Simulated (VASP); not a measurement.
## InSe: relaxation of shape and atoms at fixed volume with PBE+D3(BJ)

The system is InSe.

```
CELL_PARAMETERS angstrom
3.99104 0.00000 0.00000
-1.99552 3.45635 0.00000
0.00000 0.00000 16.59304
ATOMIC_POSITIONS crystal
In 0.33333 0.66667 0.16666
In 0.66667 0.33333 0.66666
In 0.33333 0.66667 0.33334
In 0.66667 0.33333 0.83334
Se 0.33333 0.66667 0.58987
Se 0.66667 0.33333 0.08987
Se 0.33333 0.66667 0.91013
Se 0.66667 0.33333 0.41013
```

```
Program                : VASP 6.6.1
Task                   : relaxation of shape and atoms at fixed volume
Functional             : PBE
Dispersion             : D3(BJ)
Potentials or basis    : VASP PAW PBE potentials, release 64 (In_d, Se)
Cutoff                 : 600 eV
k mesh                 : 12 × 12 × 2
Occupations            : gaussian, width 0.02 eV
Spin                   : no spin polarisation
Dipole correction      : no
Further INCAR settings : ALGO = Normal; EDIFF = 1e-07; IBRION = 2; EDIFFG = -0.01; NSW = 50; ISIF = 4
```

* Energy gained by relaxing: 2.1 meV/atom
* Ionic steps: 11
* Pressure after relaxing: 0.9 GPa
* Band gap on the k mesh: 0.41 eV
* Dispersion energy per atom: -0.307 eV

The path:
```csv
step,energy change (eV),largest force (eV/Å),pressure (GPa),volume (Å³)
1,0.0000,0.2375,1.67,228.89
2,-0.0088,0.1154,1.38,228.89
3,-0.0095,0.1304,1.26,228.89
4,-0.0133,0.0735,1.13,228.89
5,-0.0140,0.0358,1.04,228.89
6,-0.0153,0.0222,1.01,228.89
7,-0.0165,0.0080,0.98,228.89
8,-0.0169,0.0302,0.92,228.89
9,-0.0171,0.0172,0.94,228.89
10,-0.0170,0.0229,0.91,228.89
11,-0.0171,0.0012,0.93,228.89
```

Final structure:
```
CELL_PARAMETERS angstrom
4.00051 0.00000 0.00000
-2.00026 3.46455 0.00000
0.00000 0.00000 16.51458
ATOMIC_POSITIONS crystal
In 0.33333 0.66667 0.16592
In 0.66667 0.33333 0.66592
In 0.33333 0.66667 0.33408
In 0.66667 0.33333 0.83408
Se 0.33333 0.66667 0.58733
Se 0.66667 0.33333 0.08733
Se 0.33333 0.66667 0.91267
Se 0.66667 0.33333 0.41267
```

Levels at points of the mesh, in eV from the valence-band top:
| k point | band 36 | band 37 | band 38 | band 39 | band 40 | band 41 |
| --- | --- | --- | --- | --- | --- | --- |
| (0.00, 0.00, 0.00) | -1.06 | -1.06 | 0.00 | 0.41 | 1.91 | 2.20 |
| (0.50, 0.00, 0.00) | -2.10 | -1.95 | -1.35 | 1.08 | 1.14 | 1.96 |
| (0.00, 0.00, 0.50) | -1.09 | -0.97 | -0.97 | 1.32 | 1.32 | 2.23 |
| (0.50, 0.00, 0.50) | -2.03 | -1.77 | -1.77 | 1.44 | 1.44 | 1.60 |

Wall time 11 min on 4 MPI ranks on Intel(R) Xeon(R) Platinum 8488C (Sapphire Rapids), with other jobs on the host, peak memory 0.66 GiB a rank.

Caveat: semilocal functionals underestimate gaps, and a narrow one can read as zero; spin-orbit coupling is left out, which moves the levels of the heavy elements.
